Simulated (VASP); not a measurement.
Input of a VASP 6.6.1 run:

The input INCAR:

```
ALGO = Normal ; EDIFF = 1E-7
EDIFFG = -0.08 ; ENCUT = 600
GGA = PE ; GGA_COMPAT = F
IBRION = 2 ; ISIF = 3
ISMEAR = 0 ; LASPH = T
LCHARG = F ; LREAL = F
LWAVE = F ; NELM = 120
NELMIN = 4 ; NSW = 36
PREC = Accurate ; SIGMA = 0.15
```

KPOINTS

```
k-points
0
Gamma
  3 3 3
```

Contents of POSCAR:

```
W2AuN3
1.0
    4.3907998500      0.0000000000      0.0000000000
   -2.1953999300      3.8025442100      0.0000000000
    0.0000000000      0.0000000000      4.9592991900
W Au N
2 1 3
Direct
    0.3333333300      0.6666666700      0.5000000000
    0.6666666700      0.3333333300      0.5000000000
    0.0000000000      0.0000000000      0.5000000000
    0.3333333300      0.6666666700      0.0000000000
    0.6666666700      0.3333333300      0.0000000000
    0.0000000000      0.0000000000      0.0000000000
```

Potentials or basis: VASP PAW PBE potentials, release 64 (W_sv, Au, N).

The run is started by

```sh
$ cat potpaw_PBE.64/W_sv/POTCAR potpaw_PBE.64/Au/POTCAR potpaw_PBE.64/N/POTCAR > POTCAR
$ mpirun -np 1 vasp_std > vasp.out
```

(1) What does it give for the relaxed cell?

(2) Predict the relaxed volume.

(3) What does it give for the band gap on the k mesh?

(4) Estimate the space group after relaxing (to 0.1 Å).

Answers

(1) a = 5.075 Å, b = 5.075 Å, c = 3.851 Å, α = 90.00°, β = 90.00°, γ = 120.00°.

(2) 14.32 Å³/atom.

(3) zero (bands 27 and 28 overlap by 0.24 eV).

(4) P6/mmm (No. 191).

Caveat: the k points lie up to 0.54 Å⁻¹ apart in the final cell; a cell axis changed by over 15 % at a fixed basis, so the end point is rough; spin-orbit coupling is left out, which moves the levels of the heavy elements.
